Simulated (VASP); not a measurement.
Input of a VASP 6.6.1 run:

File INCAR:

```
PREC = Accurate
ENCUT = 520
EDIFF = 1E-7
ISMEAR = -1
SIGMA = 0.03
LREAL = False
LASPH = True
NELM = 80
ALGO = Normal
ISIF = 2
LWAVE = False
LCHARG = True
GGA = PS
LELF = True
LVHAR = True
NBANDS = 24
```

File KPOINTS:

```
Automatic mesh
0
Gamma
  5 5 4
```

Contents of POSCAR:

```
HfMoC2
1.0
    3.1914230000      0.0000000000      0.0000000000
    0.0000000000      3.1914230000      0.0000000000
    0.0000000000      0.0000000000      4.4851640000
Hf Mo C
1 1 2
Direct
    0.0000000000      0.0000000000      0.0000000000
    0.5000000000      0.5000000000      0.5000000000
    0.5000000000      0.5000000000      0.0000000000
    0.0000000000      0.0000000000      0.5000000000
```

Potentials or basis: VASP PAW PBE potentials, release 64 (Hf_pv, Mo_sv, C).

Run with:

```console
$ cat potpaw_PBE.64/Hf_pv/POTCAR potpaw_PBE.64/Mo_sv/POTCAR potpaw_PBE.64/C/POTCAR > POTCAR
$ mpirun -np 1 vasp_std > vasp.out
```

Problem. Predict the pressure.

Solution. -8.6 GPa.

Problem. Predict the band gap on the k mesh.

Solution. Zero (band 16 reaches 10.16 eV, above the bottom of band 17 at 7.87 eV).

Stress tensor (GPa, compression positive):
```
-10.67   0.00   0.00
  0.00 -10.67   0.00
  0.00   0.00  -4.33
```

Caveat: the k points lie up to 0.39 Å⁻¹ apart; the PAW data sets were made with another functional, which shifts forces and pressure a little; spin-orbit coupling is left out, which moves the levels of the heavy elements.
